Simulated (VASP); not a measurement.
Wanted: the native input for a VASP 6.6.1 run.

```
Task                   : single point
Functional             : PBEsol
Potentials or basis    : VASP PAW PBE potentials, release 64 (Cd, S)
Cutoff                 : 500 eV
k mesh                 : 4 × 4 × 4
Occupations            : fermi-dirac, width 0.1 eV
Spin                   : no spin polarisation
Dipole correction      : no
Further INCAR settings : ALGO = Normal; EDIFF = 1e-06; NBANDS = 26
```

The structure of CdS lies in POSCAR:

```
CdS
1.0
    3.8984400000      0.0000000000      0.0000000000
    0.0000000000      5.5114900000      0.0000000000
    0.0000000000      0.0000000000      3.8981000000
Cd S
2 2
Direct
    0.5000000000      0.5000000000      0.2430300000
    0.0000000000      0.0000000000      0.7569700000
    0.5000000000      0.0000000000      0.2551600000
    0.0000000000      0.5000000000      0.7448400000
```

These files were run (other wordings do the same):

INCAR

```
SYSTEM = CdS
PREC = Accurate
ENCUT = 500
EDIFF = 1E-6
ISMEAR = -1
SIGMA = 0.1
LREAL = .FALSE.
LASPH = .TRUE.
NELM = 120
ALGO = Normal
ISIF = 2
LWAVE = .FALSE.
LCHARG = .FALSE.
GGA = PS
NBANDS = 26
GGA_COMPAT = .FALSE.
```

KPOINTS

```
Automatic mesh
0
G
  4 4 4
  0 0 0
```

Potentials or basis: VASP PAW PBE potentials, release 64 (Cd, S).

Command:

```console
$ cat potpaw_PBE.64/Cd/POTCAR potpaw_PBE.64/S/POTCAR > POTCAR
$ mpirun -np 1 vasp_std > vasp.out
```

It gave:

```yaml
Pressure: -4.0 GPa
Largest_force: 0.028 eV/Å
```

Caveat: the k points lie up to 0.40 Å⁻¹ apart; the PAW data sets were made with another functional, which shifts forces and pressure a little.

Wall time 47 s on 1 thread of Intel(R) Xeon(R) Platinum 8488C (Sapphire Rapids), on a shared host, peak memory 0.19 GiB.
